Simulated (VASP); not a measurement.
# YLu2F3 (P-6m2) in VASP: notebook, part 2 of 2

VASP 6.6.1. The steps go on from the part before.

### 4 Single point, PBE

This run uses another cell than the first one, of 55.05 Å³/atom.

The input, INCAR:

```
SYSTEM = YLu2F3
PREC = Accurate
ENCUT = 520
EDIFF = 1E-6
ISMEAR = 0
SIGMA = 0.1
LREAL = .False.
LASPH = .True.
NELM = 60
ALGO = Normal
ISIF = 2
LWAVE = .False.
LCHARG = .False.
GGA = PE
NBANDS = 50
```

The input, KPOINTS:

```
Automatic mesh
0
Gamma
  6 6 6
  0 0 0
```

The input, POSCAR:

```
YLu2F3
1.0
    7.3261323305      0.0000000000      0.0000000000
   -3.6630661653      6.3446167097      0.0000000000
    0.0000000000      0.0000000000      7.1064257272
Y Lu F
1 2 3
Direct
    0.0000000000      0.0000000000      0.0000000000
    0.6666666667      0.3333333333      0.0000000000
    0.6666666667      0.3333333333      0.5000000000
    0.8328455412      0.1671544588      0.0000000000
    0.8328455412      0.6656910824      0.0000000000
    0.3343089176      0.1671544588      0.0000000000
```

Potentials or basis: VASP PAW PBE potentials, release 64 (Y_sv, Lu, F).

The run is started by

```bash
cat potpaw_PBE.64/Y_sv/POTCAR potpaw_PBE.64/Lu/POTCAR potpaw_PBE.64/F/POTCAR > POTCAR
mpirun -np 1 vasp_std > vasp.out
```

OUTCAR:

```text
SYSTEM = YLu2F3
   PREC = Accurate
   ENCUT = 520
   EDIFF = 1E-6
   ISMEAR = 0
   LREAL = .False.
   LASPH = .True.
   NELM = 60
   ISIF = 2
   GGA = PE

 ion  position               nearest neighbor table
   1  0.000  0.000  0.000-   6 2.12   5 2.12   4 2.12
   2  0.667  0.333  0.000-   4 2.11   6 2.11   5 2.11   3 3.55   3 3.55
   3  0.667  0.333  0.500-   2 3.55   2 3.55
   4  0.833  0.167  0.000-   2 2.11   1 2.12
   5  0.833  0.666  0.000-   2 2.11   1 2.12
   6  0.334  0.167  0.000-   2 2.11   1 2.12

  LATTYP: Found a hexagonal cell.
 ALAT       =     7.3261323305
 C/A-ratio  =     0.9700105604

  Lattice vectors:

 A1 = (   7.3261323305,   0.0000000000,   0.0000000000)
 A2 = (  -3.6630661653,   6.3446167097,   0.0000000000)
 A3 = (   0.0000000000,   0.0000000000,   7.1064257272)

Analysis of symmetry for initial positions (statically):
=====================================================================
 Subroutine PRICEL returns:
 Original cell was already a primitive cell.

 Routine SETGRP: Setting up the symmetry group for a
 hexagonal supercell.

 Subroutine GETGRP returns: Found 12 space group operations
 (whereof 12 operations were pure point group operations)
 out of a pool of 24 trial point group operations.

The static configuration has the point symmetry D_3h.

Analysis of symmetry for dynamics (positions and initial velocities):
=====================================================================
 Subroutine PRICEL returns:
 Original cell was already a primitive cell.

 Routine SETGRP: Setting up the symmetry group for a
 hexagonal supercell.

 Subroutine GETGRP returns: Found 12 space group operations
 (whereof 12 operations were pure point group operations)
 out of a pool of 24 trial point group operations.

The dynamic configuration has the point symmetry D_3h.

 Subroutine INISYM returns: Found 12 space group operations
 (whereof 12 operations are pure point group operations),
 and found     1 'primitive' translations

----------------------------------------------------------------------------------------

                                     Primitive cell

  volume of cell :     330.3173

  direct lattice vectors                    reciprocal lattice vectors
     7.326132331  0.000000000  0.000000000     0.136497671  0.078806967  0.000000000
    -3.663066165  6.344616710  0.000000000     0.000000000  0.157613934  0.000000000
     0.000000000  0.000000000  7.106425727     0.000000000  0.000000000  0.140717716

  length of vectors
     7.326132331  7.326132331  7.106425727     0.157613934  0.157613934  0.140717716

  position of ions in fractional coordinates (direct lattice)
     0.000000000  0.000000000  0.000000000
     0.666666667  0.333333333  0.000000000
     0.666666667  0.333333333  0.500000000
     0.832845541  0.167154459  0.000000000
     0.832845541  0.665691082  0.000000000
     0.334308918  0.167154459  0.000000000

  ion indices of the primitive-cell ions
[... 28 lines left out ...]

 Subroutine IBZKPT returns following result:
 ===========================================

 Found     28 irreducible k-points:

 Following reciprocal coordinates:
            Coordinates               Weight
  0.000000  0.000000  0.000000      1.000000
  0.166667  0.000000  0.000000      6.000000
  0.333333  0.000000  0.000000      6.000000
  0.500000  0.000000  0.000000      3.000000
  0.166667  0.166667  0.000000      6.000000
  0.333333  0.166667  0.000000     12.000000
[... 16 lines left out ...]
  0.166667  0.000000  0.500000      6.000000
  0.333333  0.000000  0.500000      6.000000
 [... further k-points ...]
   k-points           NKPTS =     28   k-points in BZ     NKDIM =     28   number of bands    NBANDS=     50
   number of dos      NEDOS =    301   number of ions     NIONS =      6
   total plane-waves  NPLWV = 157464
   dimension x,y,z NGX =    54 NGY =   54 NGZ =   54
   dimension x,y,z NGXF=   108 NGYF=  108 NGZF=  108
   ions per type =               1   2   3
   NGX,Y,Z   is equivalent  to a cutoff of  12.25, 12.25, 12.63 a.u.
   NGXF,Y,Z  is equivalent  to a cutoff of  24.51, 24.51, 25.27 a.u.
 SYSTEM =  YLu2F3
   PREC   = accura    normal or accurate (medium, high low for compatibility)
   ISTART =      0    job   : 0-new  1-cont  2-samecut
   ICHARG =      2    charge: 1-file 2-atom 10-const
   ISPIN  =      1    spin polarized calculation?
   LNONCOLLINEAR =      F non collinear calculations
   LSORBIT =      F    spin-orbit coupling
   LASPH  =      T    aspherical Exc in radial PAW
   ENCUT  =  520.0 eV  38.22 Ry    6.18 a.u.  13.62 13.62 13.21*2*pi/ulx,y,z
   NELM   =     60;   NELMIN=  2; NELMDL= -5     # of ELM steps
   EDIFF  = 0.1E-05   stopping-criterion for ELM
   LREAL  =      F    real-space projection
   EDIFFG = 0.1E-04   stopping-criterion for IOM
   NSW    =      0    number of steps for IOM
   IBRION =     -1    ionic relax: 0-MD 1-quasi-New 2-CG
   NFREE  =      0    steps in history (QN), initial steepest desc. (CG)
   ISIF   =      2    stress and relaxation
   ISYM   =      2    0-nonsym 1-usesym 2-fastsym
   POTIM  = 0.5000    time-step for ionic-motion
   TEBEG  =    0.0;   TEEND  =   0.0 temperature during run
   PSTRESS=    0.0 pullay stress
   NELECT =      82.0000    total number of electrons
   NUPDOWN=      -1.0000    fix difference up-down
   EMIN   =  10.00;   EMAX   =-10.00  energy-range for DOS
   EFERMI =   0.00;   METHOD = LEGACY
   ISMEAR =     0;   SIGMA  =   0.10  broadening in eV -4-tet -1-fermi 0-gaus
   EFERMI_NEDOS =   21; number of points for ismear=-14 and -15
   IALGO  =     38    algorithm
   IMIX   =      4    mixing-type and parameters
     AMIX     =   0.40;   BMIX     =  1.00
     AMIX_MAG =   1.60;   BMIX_MAG =  1.00
  volume/ion in A,a.u.               =      55.05       371.52
  Fermi-wavevector in a.u.,A,eV,Ry     =   1.028890  1.944320 14.403329  1.058615
  Thomas-Fermi vector in A             =   2.162910
   LORBIT       =      0    0 simple, 1 ext, 2 COOP (PROOUT), +10 PAW based schemes
   GGA     = PE    functional components
   LHFCALC =     F    Hartree Fock is set to
   AEXX    =    0.0000 exact exchange contribution
   IVDW    =     0    specifies the selected vdW correction
   LEPSILON=     F    determine dielectric tensor
   LRPA    =     F    only Hartree local field effects (RPA)
 non-spin polarized calculation
 Gauss-broadening in eV      SIGMA  =   0.10
  energy-cutoff  :      520.00
  volume of cell :      330.32
 maximum number of plane-waves:      8954
   NGX = 27   NGY = 27   NGZ = 27

 number of electron      81.9999992 magnetization

 Free energy of the ion-electron system (eV)
  ---------------------------------------------------
  ext. energy  EPLUGINS =         0.00000000
  ---------------------------------------------------
  free energy    TOTEN  =       -31.09773457 eV

  energy without entropy =      -31.08113454  energy(sigma->0) =      -31.08943455

 E-fermi :  -0.0263     XC(G=0):  -5.6201

 val. band max:       -0.0386957951   @ k =   0.1667   0.0000   0.5000
 cond. band min:       0.0361790824   @ k =   0.5000   0.0000   0.0000
 fundamental gap:      0.0748748775
 Fermi energy:        -0.0262922026

 k-point     1 :       0.0000    0.0000    0.0000
  band No.  band energies     occupation
      1     -58.8315      2.00000
      2     -58.2006      2.00000
      3     -45.1927      2.00000
      4     -29.6109      2.00000
      5     -29.6109      2.00000
      6     -29.5159      2.00000
[... 1261 lines left out ...]
     49       1.0406      0.00000
     50       1.1349      0.00000

 [... further k-points ...]

------------------------ aborting loop because EDIFF is reached ----------------------------------------

  FORCE on cell =-STRESS in cart. coord.  units (eV):
  Direction    XX          YY          ZZ          XY          YZ          ZX
  --------------------------------------------------------------------------------------
  -------------------------------------------------------------------------------------
  Total        0.2935143      0.2935143     -0.0466994     -0.0000000     -0.0000000      0.0000000
  in kB        1.4236670      1.4236670     -0.2265116     -0.0000000     -0.0000000      0.0000000
  external PRESSURE =       0.8736075 kB  Pullay stress =       0.0000000 kB

 VOLUME and BASIS-vectors are now :
 -----------------------------------------------------------------------------
  energy-cutoff  :      520.00
  volume of cell :      330.32
      direct lattice vectors                 reciprocal lattice vectors
     7.326132331  0.000000000  0.000000000     0.136497671  0.078806967  0.000000000
    -3.663066165  6.344616710  0.000000000     0.000000000  0.157613934  0.000000000
     0.000000000  0.000000000  7.106425727     0.000000000  0.000000000  0.140717716

 POSITION                                       TOTAL-FORCE (eV/Angst)
 -----------------------------------------------------------------------------------
      0.00000      0.00000      0.00000         0.000000     -0.000000      0.000000
      3.66307      2.11487      0.00000         0.000000     -0.000000      0.000000
      3.66307      2.11487      3.55321         0.000000     -0.000000      0.000000
      5.48924      1.06053      0.00000         0.083885     -0.048431     -0.000000
      3.66307      4.22355      0.00000        -0.000000      0.096862      0.000000
      1.83689      1.06053      0.00000        -0.083885     -0.048431     -0.000000
 -----------------------------------------------------------------------------------
    total drift:                                0.000004     -0.000002      0.000000

  FREE ENERGIE OF THE ION-ELECTRON SYSTEM (eV)
  ---------------------------------------------------
  free  energy   TOTEN  =       -31.0977345672 eV

  energy  without entropy=      -31.0811345352  energy(sigma->0) =      -31.08943455
```

Wall time 8 min (1 thread of Intel Xeon 6975P-C (Granite Rapids), shared host); peak memory 0.68 GiB.

What came out:

* Free energy: -31.0977 eV
* Pressure: 0.1 GPa
* Largest force: 0.097 eV/Å
* Band gap on the k mesh: zero (bands 41 and 42 overlap by 0.08 eV)

Forces on the atoms (eV/Å):
```
Y    0.000  0.000  0.000
Lu   0.000  0.000  0.000
Lu   0.000  0.000  0.000
F    0.084 -0.048  0.000
F    0.000  0.097  0.000
F   -0.084 -0.048  0.000
```

Stress tensor (GPa, compression positive):
```
 0.14  0.00  0.00
 0.00  0.14  0.00
 0.00  0.00 -0.02
```

Caveat: spin-orbit coupling is left out, which moves the levels of the heavy elements.

### 5 Summary

```tsv
task	cell	k mesh	cutoff (eV)	gap on the mesh (eV)	pressure (GPa)	largest force (eV/Å)
single point	a = 7.323, b = 7.323, c = 7.040 Å, angles 90.0, 90.0, 120.0°, 6 atoms, atomic positions A	6 × 6 × 4	520	none	0.2	0.09
relaxation of cell and atoms	relaxed from a = 5.278, b = 5.278, c = 5.091 Å, angles 90.0, 90.0, 120.0°, 6 atoms, atomic positions B	6 × 6 × 4	600	none	0.1	0.03
single point	a = 7.326, b = 7.326, c = 7.106 Å, angles 90.0, 90.0, 120.0°, 6 atoms, atomic positions A	6 × 6 × 6	520	none	0.1	0.10
```

Alike in all rows: level PBE; potentials or basis VASP PAW PBE potentials, release 64 (Y_sv, Lu, F); no spin polarisation; smearing gaussian 0.1 eV.

Caveats: spin-orbit coupling is left out, which moves the levels of the heavy elements; the volume moved by over 15 % at a fixed basis, so the end points are rough (at least some runs).

Absolute energies hang on the potentials; compare differences alone.
